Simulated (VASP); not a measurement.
Write the native input for VASP 6.6.1 that does the following.

```yaml
Task: single point
Functional: HSE06
Potentials_or_basis: VASP PAW PBE potentials, release 64 (Ag)
Cutoff: 520 eV
k_mesh: 6 × 6 × 4
Occupations: fermi-dirac, width 0.05 eV
Spin: no spin polarisation
Dipole_correction: no
Grid_for_exact_exchange_PRECFOCK: Normal
Further_INCAR_settings: ALGO = Normal; EDIFF = 1e-07; NBANDS = 18
Share_of_exact_exchange: 0.25
Screening_parameter: 0.2079 1/Å
```

Ag:

```xyz
2
Lattice="2.9300 0.0000 0.0000 -1.4650 2.5375 0.0000 0.0000 0.0000 4.7900" Properties=species:S:1:pos:R:3 pbc="T T T"
Ag    1.4650    0.8458    3.5925
Ag    0.0000    1.6916    1.1975
```

This isn't the form of Ag at room conditions, which is fcc.

The input as run:

POSCAR

```
Ag
1.0
    2.9300000000      0.0000000000      0.0000000000
   -1.4650000000      2.5374544331      0.0000000000
    0.0000000000      0.0000000000      4.7900000000
Ag
2
Direct
    0.6666666667      0.3333333333      0.7500000000
    0.3333333333      0.6666666667      0.2500000000
```

INCAR.step1

```
PREC = Accurate ; ENCUT = 520
EDIFF = 1E-5 ; ISMEAR = -1
SIGMA = 0.05 ; LREAL = False
LASPH = True ; NELM = 80
ALGO = Normal ; ISIF = 2
LWAVE = True ; LCHARG = False
NBANDS = 18 ; GGA = PE
```

INCAR.step2

```
PREC = Accurate ; ENCUT = 520
EDIFF = 1E-7 ; ISMEAR = -1
SIGMA = 0.05 ; LREAL = False
LASPH = True ; NELM = 80
ALGO = Normal ; ISIF = 2
LWAVE = False ; LCHARG = False
GGA = PE ; LHFCALC = True
HFSCREEN = 0.2079 ; PRECFOCK = Normal
NBANDS = 18 ; ISTART = 1
```

KPOINTS

```
regular mesh
0
Gamma
  6 6 4
```

Potentials or basis: VASP PAW PBE potentials, release 64 (Ag).

Run with:

```console
$ cat potpaw_PBE.64/Ag/POTCAR > POTCAR
$ cp INCAR.step1 INCAR
$ mpirun -np 1 vasp_std > vasp.out
$ cp INCAR.step2 INCAR
$ mpirun -np 1 vasp_std > vasp.out
```

It gave:

| Quantity | Value |
| --- | --- |
| Pressure | 0.5 GPa |
| Band gap on the k mesh | zero (bands 11 and 12 overlap by 9.03 eV) |

Caveat: the k points lie up to 0.41 Å⁻¹ apart, too coarse for converged energies and pressures of a metal; the PAW data sets were made with another functional, which shifts forces and pressure a little.

Run time: 71 min on 1 thread of AMD EPYC 7R43 64-Core Processor (Zen 3) (shared host), peak memory 0.23 GiB.
